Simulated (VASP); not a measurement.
Runs of VASP 6.6.1 on CdTe. The structure is that of space group F-43m (No. 216), or close to it. The cells are those of the table. 

| level | cell | k mesh | smearing | grid for exact exchange (PRECFOCK) | screening parameter | gap on the mesh (eV) | pressure (GPa) |
| --- | --- | --- | --- | --- | --- | --- | --- |
| HSE06 | a = 4.577, b = 4.577, c = 4.515 Å, angles 60.4, 60.4, 59.1°, 2 atoms | 4 × 4 × 4 | gaussian 0.01 eV | Normal | 0.2079 1/Å | 1.59 | 2.7 |
| HSE06 | a = 4.616 Å, angles 60.0°, 2 atoms | 4 × 4 × 4 | gaussian 0.01 eV | Normal | 0.2079 1/Å | (b) | 0.8 |
| r2SCAN | a = 4.616 Å, angles 60.0°, 2 atoms | 6 × 6 × 6 | gaussian 0.01 eV | - | - | 1.20 | 0.7 |
| PBE | a = 4.577, b = 4.577, c = 4.515 Å, angles 60.4, 60.4, 59.1°, 2 atoms | 6 × 6 × 6 | fermi-dirac 0.02 eV | - | - | 0.79 | 3.6 |
| PBE | a = 4.616 Å, angles 60.0°, 2 atoms | 6 × 6 × 6 | fermi-dirac 0.02 eV | - | - | 0.70 | 1.7 |
| r2SCAN | a = 4.577, b = 4.577, c = 4.515 Å, angles 60.4, 60.4, 59.1°, 2 atoms | 6 × 6 × 6 | gaussian 0.01 eV | - | - | (a) | 2.6 |

Alike in all rows: task single point; potentials or basis VASP PAW PBE potentials, release 64 (Cd, Te); no spin polarisation; cutoff (eV) 520.

Question: Fill in the values left out.

Answer: (a) 1.30; (b) 1.49.

Caveats: some runs use coarse meshes; spin-orbit coupling is left out, which moves the levels of the heavy elements; the PAW data sets were made with another functional, which shifts forces and pressure a little (some runs).

A k mesh can miss the band edges, and the runs leave out spin-orbit coupling on Cd, Te.
